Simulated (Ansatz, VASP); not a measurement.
One calculation of SrTiO3, two programs

Contents of POSCAR:

```
SrTiO3
1.0
    3.9127013100      0.0000000000      0.0000000000
    0.0000000000      3.9127013100      0.0000000000
    0.0000000000      0.0000000000      3.9127013100
Sr Ti O
1 1 3
Direct
    0.0000000000      0.0000000000      0.0000000000
    0.5000000000      0.5000000000      0.5000000000
    0.5000000000      0.0000000000      0.5000000000
    0.5000000000      0.5000000000      0.0000000000
    0.0000000000      0.5000000000      0.5000000000
```

Contents of INCAR.step1:

```
PREC = Accurate
ENCUT = 600
ISMEAR = 0
SIGMA = 0.02
LREAL = False
LASPH = True
NELM = 100
GGA = PE
ALGO = Normal
EDIFF = 1E-4
LWAVE = True
LCHARG = False
```

The input INCAR.step2:

```
PREC = Accurate
ENCUT = 600
EDIFF = 1E-6
ISMEAR = 0
SIGMA = 0.02
LREAL = False
LASPH = True
NELM = 100
ALGO = Normal
ISIF = 3
LWAVE = False
LCHARG = False
METAGGA = R2SCAN
LMIXTAU = True
IBRION = 2
NSW = 100
EDIFFG = -0.005
ISTART = 1
```

The input KPOINTS:

```
Automatic mesh
0
Gamma
  8 8 8
```

Input for Ansatz:

```yaml
crystal:
  lattice:
    - [3.91270131, 0.0, 0.0]
    - [0.0, 3.91270131, 0.0]
    - [0.0, 0.0, 3.91270131]
  atoms:
    - { symbol: Sr, position: [0.0, 0.0, 0.0] }
    - { symbol: Ti, position: [0.5, 0.5, 0.5] }
    - { symbol: O, position: [0.5, 0.0, 0.5] }
    - { symbol: O, position: [0.5, 0.5, 0.0] }
    - { symbol: O, position: [0.0, 0.5, 0.5] }
basis:
  ecutwfc: 500
kpoints:
  mp_grid: { grid: [8, 8, 8] }
hamiltonian:
  xc: r2scan
scf:
  occupations: { method: gaussian, width: 0.02 }
output:
  forces: true
  stress: true
  eigenvalues: true
  write_density: true
  write_potential: true
  elf: true
  volumetric_format: npy
relax:
  adjacent_minimum: "off"
  f_tol: 0.005
  max_steps: 80
  cell: { stress_tol: 0.05 }
```

Alike in both runs: task relaxation of cell and atoms; functional r2SCAN; k mesh 8 × 8 × 8; occupations gaussian, width 0.02 eV; no spin polarisation.

|  | VASP | Ansatz |
| --- | --- | --- |
| version | VASP 6.6.1 | Ansatz 0.2.0 |
| potentials or method | VASP PAW PBE potentials, release 64 (Sr_sv, Ti_sv, O), cutoff 600 eV | scalar-relativistic, plane waves, PAW |
| valence electrons in the cell | 40 | 40 |

```csv
,VASP,Ansatz,Ansatz less VASP
"gap on the k mesh at the Fermi level, each at its own relaxed structure (eV)",2.27,2.26,-0.005
relaxed volume (Å³/atom),11.98,11.93,-0.045
relaxed length of the cell vector where the two differ most in proportion (Å),3.912,3.907,-0.0049
```

VASP's potentials were made for PBE, not for r2SCAN.
